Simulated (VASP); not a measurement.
# InP (F-43m) in VASP: single point with HSE06

Aim: the single point of InP with HSE06.

Program: VASP 6.6.1. These are calculated values, not measurements. Logs are shortened: lines on timing, memory, paths and dates and some standing lists are left out, and cuts for length are marked.

### 1 The cell of the first run

It takes space group F-43m (No. 216, cubic). The conventional cell has a = 6.144 Å, b = 6.144 Å, c = 6.144 Å, α = 90.00°, β = 90.00°, γ = 90.00°. In (site symmetry -43m) has 4 P at 2.66 Å within 3.5 Å. Within 3.5 Å of P (site symmetry -43m) lie 4 In at 2.66 Å.

### 2 Single point, HSE06 (strain +4.0%)

POSCAR

```
InP
1.0
    0.0000000000      3.0719391402      3.0719391402
    3.0719391402      0.0000000000      3.0719391402
    3.0719391402      3.0719391402      0.0000000000
In P
1 1
Direct
    0.0000000000      0.0000000000      0.0000000000
    0.2500000000      0.2500000000      0.2500000000
```

INCAR.step1

```
PREC = Accurate
ENCUT = 520
EDIFF = 1E-5
ISMEAR = -1
SIGMA = 0.02
LREAL = F
LASPH = T
NELM = 60
ALGO = Normal
ISIF = 2
LWAVE = T
NBANDS = 16
GGA = PE
```

INCAR.step2

```
PREC = Accurate
ENCUT = 520
EDIFF = 1E-6
ISMEAR = -1
SIGMA = 0.02
LREAL = F
LASPH = T
NELM = 60
ALGO = Normal
ISIF = 2
LWAVE = F
LCHARG = T
GGA = PE
LHFCALC = T
HFSCREEN = 0.2079
PRECFOCK = Normal
LELF = T
LVHAR = T
NBANDS = 16
ISTART = 1
```

KPOINTS

```
Automatic mesh
0
Gamma
  6 6 6
```

Potentials or basis: VASP PAW PBE potentials, release 64 (In_d, P).

On the command line:

```bash
cat potpaw_PBE.64/In_d/POTCAR potpaw_PBE.64/P/POTCAR > POTCAR
cp INCAR.step1 INCAR
mpirun -np 1 vasp_std > vasp.out
cp INCAR.step2 INCAR
mpirun -np 1 vasp_std > vasp.out
```

OUTCAR:

```text
PREC = Accurate
   ENCUT = 520
   EDIFF = 1E-6
   ISMEAR = -1
   LREAL = F
   LASPH = T
   NELM = 60
   ISIF = 2
   GGA = PE
   LHFCALC = T
   HFSCREEN = 0.2079
   PRECFOCK = Normal
   ISTART = 1

 ion  position               nearest neighbor table
   1  0.000  0.000  0.000-   2 2.66   2 2.66   2 2.66   2 2.66
   2  0.250  0.250  0.250-   1 2.66   1 2.66   1 2.66   1 2.66

  LATTYP: Found a face centered cubic cell.
 ALAT       =     6.1438782804

  Lattice vectors:

 A1 = (   0.0000000000,   3.0719391402,   3.0719391402)
 A2 = (   3.0719391402,   0.0000000000,   3.0719391402)
 A3 = (   3.0719391402,   3.0719391402,   0.0000000000)

Analysis of symmetry for initial positions (statically):
=====================================================================
 Subroutine PRICEL returns:
 Original cell was already a primitive cell.

 Routine SETGRP: Setting up the symmetry group for a
 face centered cubic supercell.

 Subroutine GETGRP returns: Found 24 space group operations
 (whereof 24 operations were pure point group operations)
 out of a pool of 48 trial point group operations.

The static configuration has the point symmetry T_d .

Analysis of symmetry for dynamics (positions and initial velocities):
=====================================================================
 Subroutine PRICEL returns:
 Original cell was already a primitive cell.

 Routine SETGRP: Setting up the symmetry group for a
 face centered cubic supercell.

 Subroutine GETGRP returns: Found 24 space group operations
 (whereof 24 operations were pure point group operations)
 out of a pool of 48 trial point group operations.

The dynamic configuration has the point symmetry T_d .

 Subroutine INISYM returns: Found 24 space group operations
 (whereof 24 operations are pure point group operations),
 and found     1 'primitive' translations

----------------------------------------------------------------------------------------

                                     Primitive cell

  volume of cell :      57.9786

  direct lattice vectors                    reciprocal lattice vectors
     0.000000000  3.071939140  3.071939140    -0.162763641  0.162763641  0.162763641
     3.071939140  0.000000000  3.071939140     0.162763641 -0.162763641  0.162763641
     3.071939140  3.071939140  0.000000000     0.162763641  0.162763641 -0.162763641

  length of vectors
     4.344377995  4.344377995  4.344377995     0.281914896  0.281914896  0.281914896

  position of ions in fractional coordinates (direct lattice)
     0.000000000  0.000000000  0.000000000
     0.250000000  0.250000000  0.250000000

  ion indices of the primitive-cell ions
   primitive index   ion index
                 1           1
                 2           2

----------------------------------------------------------------------------------------

 KPOINTS: Automatic mesh

Automatic generation of k-mesh.
 Grid dimensions read from file:
 generate k-points for:    6    6    6

 Generating k-lattice:

  Cartesian coordinates                     Fractional coordinates (reciprocal lattice)
    -0.027127274  0.027127274  0.027127274     0.166666667  0.000000000  0.000000000
     0.027127274 -0.027127274  0.027127274     0.000000000  0.166666667  0.000000000
     0.027127274  0.027127274 -0.027127274     0.000000000  0.000000000  0.166666667

  Length of vectors
     0.046985816  0.046985816  0.046985816

  Shift w.r.t. Gamma in fractional coordinates (k-lattice)
     0.000000000  0.000000000  0.000000000

 Subroutine IBZKPT returns following result:
 ===========================================

 Found     16 irreducible k-points:

 Following reciprocal coordinates:
            Coordinates               Weight
  0.000000  0.000000  0.000000      1.000000
  0.166667  0.000000  0.000000      8.000000
  0.333333  0.000000  0.000000      8.000000
  0.500000  0.000000  0.000000      4.000000
  0.166667  0.166667  0.000000      6.000000
  0.333333  0.166667  0.000000     24.000000
[... 8 lines left out ...]
 -0.333333  0.333333  0.166667     24.000000
 -0.333333  0.500000  0.166667     12.000000
   k-points           NKPTS =     16   k-points in BZ     NKDIM =    216   number of bands    NBANDS=     16
   number of dos      NEDOS =    301   number of ions     NIONS =      2
   total plane-waves  NPLWV =  32768
   dimension x,y,z NGX =    32 NGY =   32 NGZ =   32
   dimension x,y,z NGXF=    64 NGYF=   64 NGZF=   64
   ions per type =               1   1
   NGX,Y,Z   is equivalent  to a cutoff of  12.25, 12.25, 12.25 a.u.
   NGXF,Y,Z  is equivalent  to a cutoff of  24.49, 24.49, 24.49 a.u.
 SYSTEM =  unknown system
   PREC   = accura    normal or accurate (medium, high low for compatibility)
   ISTART =      1    job   : 0-new  1-cont  2-samecut
   ICHARG =      0    charge: 1-file 2-atom 10-const
   ISPIN  =      1    spin polarized calculation?
   LNONCOLLINEAR =      F non collinear calculations
   LSORBIT =      F    spin-orbit coupling
   LASPH  =      T    aspherical Exc in radial PAW
   ENCUT  =  520.0 eV  38.22 Ry    6.18 a.u.   8.08  8.08  8.08*2*pi/ulx,y,z
   NELM   =     60;   NELMIN=  2; NELMDL=  0     # of ELM steps
   EDIFF  = 0.1E-05   stopping-criterion for ELM
   LREAL  =      F    real-space projection
   EDIFFG = 0.1E-04   stopping-criterion for IOM
   NSW    =      0    number of steps for IOM
   IBRION =     -1    ionic relax: 0-MD 1-quasi-New 2-CG
   NFREE  =      0    steps in history (QN), initial steepest desc. (CG)
   ISIF   =      2    stress and relaxation
   ISYM   =      3    0-nonsym 1-usesym 2-fastsym
   POTIM  = 0.5000    time-step for ionic-motion
   TEBEG  =    0.0;   TEEND  =   0.0 temperature during run
   PSTRESS=    0.0 pullay stress
   NELECT =      18.0000    total number of electrons
   NUPDOWN=      -1.0000    fix difference up-down
   EMIN   =  10.00;   EMAX   =-10.00  energy-range for DOS
   EFERMI =   0.00;   METHOD = LEGACY
   ISMEAR =    -1;   SIGMA  =   0.02  broadening in eV -4-tet -1-fermi 0-gaus
   EFERMI_NEDOS =   21; number of points for ismear=-14 and -15
   IALGO  =     38    algorithm
   IMIX   =      1    mixing-type and parameters
     AMIX     =   0.40;   BMIX     =  1.00
     AMIX_MAG =   1.60;   BMIX_MAG =  1.00
  volume/ion in A,a.u.               =      28.99       195.63
  Fermi-wavevector in a.u.,A,eV,Ry     =   1.108519  2.094797 16.719028  1.228814
  Thomas-Fermi vector in A             =   2.245047
   LORBIT       =      0    0 simple, 1 ext, 2 COOP (PROOUT), +10 PAW based schemes
   GGA     = PE    functional components
   LHFCALC =     T    Hartree Fock is set to
   PRECFOCK=normal    Normal, Fast or Accurate (Low or Medium for compatibility)
   ENCUT4O =  -1.0   cutoff for four orbital integrals eV
   NKREDX  =     1    reduce k-point grid by
   NKREDY  =     1    reduce k-point grid by
   NKREDZ  =     1    reduce k-point grid by
   AEXX    =    0.2500 exact exchange contribution
   HFSCREEN=    0.2079 screening length (either q_TF or 0.3 A-1)
   HFSCREENC=   0.2079 screening length for correlation (either q_TF or 0.3 A-1)
   ENCUTFOCK=  -1.0 apply spherical cutoff to Coloumb kernel
   IVDW    =     0    specifies the selected vdW correction
   LEPSILON=     F    determine dielectric tensor
   LRPA    =     F    only Hartree local field effects (RPA)
 non-spin polarized calculation
  energy-cutoff  :      520.00
  volume of cell :       57.98
 maximum number of plane-waves:      1588
  NGX = 28; NGY = 28; NGZ = 28

 number of electron      18.0000003 magnetization

 Free energy of the ion-electron system (eV)
  ---------------------------------------------------
  ext. energy  EPLUGINS =         0.00000000
  ---------------------------------------------------
  free energy    TOTEN  =        -9.83794090 eV

  energy without entropy =       -9.83794090  energy(sigma->0) =       -9.83794090

 E-fermi :   3.6881     XC(G=0):  -7.2498

 val. band max:        3.3654382670   @ k =   0.0000   0.0000   0.0000
 cond. band min:       3.9884112653   @ k =   0.0000   0.0000   0.0000
 fundamental gap:      0.6229729983
 Fermi energy:         3.6880592376

 k-point     1 :       0.0000    0.0000    0.0000
  band No.  band energies     occupation
      1     -12.3661      2.00000
      2     -12.3661      2.00000
      3     -12.3661      2.00000
      4     -12.2647      2.00000
      5     -12.2647      2.00000
      6      -8.4522      2.00000
[... 8 lines left out ...]
     15      13.5662      0.00000
     16      13.5662      0.00000

 k-point     2 :       0.1667    0.0000    0.0000
  band No.  band energies     occupation
      1     -12.3821      2.00000
      2     -12.3585      2.00000
      3     -12.3585      2.00000
      4     -12.2644      2.00000
      5     -12.2644      2.00000
      6      -8.1810      2.00000
[... 8 lines left out ...]
     15      12.7570      0.00000
     16      13.2560      0.00000

 k-point     3 :       0.3333    0.0000    0.0000
  band No.  band energies     occupation
      1     -12.4133      2.00000
      2     -12.3459      2.00000
      3     -12.3459      2.00000
      4     -12.2610      2.00000
      5     -12.2610      2.00000
      6      -7.4983      2.00000
[... 8 lines left out ...]
     15      13.1983      0.00000
     16      13.1983      0.00000

 k-point     4 :       0.5000    0.0000    0.0000
  band No.  band energies     occupation
      1     -12.4286      2.00000
      2     -12.3414      2.00000
      3     -12.3414      2.00000
      4     -12.2575      2.00000
      5     -12.2575      2.00000
      6      -7.0258      2.00000
[... 8 lines left out ...]
     15      14.7535      0.00000
     16      14.7535      0.00000
[... 172 lines left out ...]
 k-point    14 :       0.5000    0.3333    0.1667
  band No.  band energies     occupation
      1     -12.4402      2.00000
      2     -12.3319      2.00000
      3     -12.3213      2.00000
      4     -12.2751      2.00000
      5     -12.2543      2.00000
      6      -6.9713      2.00000
[... 8 lines left out ...]
     15      14.8556      0.00000
     16      15.7230      0.00000

 k-point    15 :      -0.3333    0.3333    0.1667
  band No.  band energies     occupation
      1     -12.4459      2.00000
      2     -12.3320      2.00000
      3     -12.3146      2.00000
      4     -12.2722      2.00000
      5     -12.2569      2.00000
      6      -6.6063      2.00000
[... 8 lines left out ...]
     15      14.9278      0.00000
     16      15.5059      0.00000

 k-point    16 :      -0.3333    0.5000    0.1667
  band No.  band energies     occupation
      1     -12.4589      2.00000
      2     -12.3214      2.00000
      3     -12.3056      2.00000
      4     -12.2809      2.00000
      5     -12.2520      2.00000
      6      -6.4446      2.00000
[... 8 lines left out ...]
     15      15.2703      0.00000
     16      15.8782      0.00000

------------------------ aborting loop because EDIFF is reached ----------------------------------------

  FORCE on cell =-STRESS in cart. coord.  units (eV):
  Direction    XX          YY          ZZ          XY          YZ          ZX
  --------------------------------------------------------------------------------------
  -------------------------------------------------------------------------------------
  Total       -2.3481304     -2.3481304     -2.3481304      0.0000000     -0.0000000      0.0000000
  in kB      -64.8880865    -64.8880865    -64.8880865      0.0000000     -0.0000000      0.0000000
  external PRESSURE =     -64.8880865 kB  Pullay stress =       0.0000000 kB

 VOLUME and BASIS-vectors are now :
 -----------------------------------------------------------------------------
  energy-cutoff  :      520.00
  volume of cell :       57.98
      direct lattice vectors                 reciprocal lattice vectors
     0.000000000  3.071939140  3.071939140    -0.162763641  0.162763641  0.162763641
     3.071939140  0.000000000  3.071939140     0.162763641 -0.162763641  0.162763641
     3.071939140  3.071939140  0.000000000     0.162763641  0.162763641 -0.162763641

 POSITION                                       TOTAL-FORCE (eV/Angst)
 -----------------------------------------------------------------------------------
      0.00000      0.00000      0.00000        -0.000000     -0.000000     -0.000000
      1.53597      1.53597      1.53597         0.000000      0.000000      0.000000
 -----------------------------------------------------------------------------------
    total drift:                                0.000042      0.000037      0.000028

  FREE ENERGIE OF THE ION-ELECTRON SYSTEM (eV)
  ---------------------------------------------------
  free  energy   TOTEN  =        -9.8379409017 eV

  energy  without entropy=       -9.8379408998  energy(sigma->0) =       -9.83794090
```

It took 1.9 h on 1 thread of Oxide Virtual Turin-like, shared host; peak memory 0.28 GiB.

What came out:

```yaml
Free_energy: -9.8379 eV
Pressure: -6.5 GPa
Band_gap_on_the_k_mesh: 0.62 eV
```

Caveat: the cell differs from its parent crystal (strain +4.0%); the cell stands under tension; the PAW data sets were made with another functional, which shifts forces and pressure a little; spin-orbit coupling is left out, which moves the levels of the heavy elements.
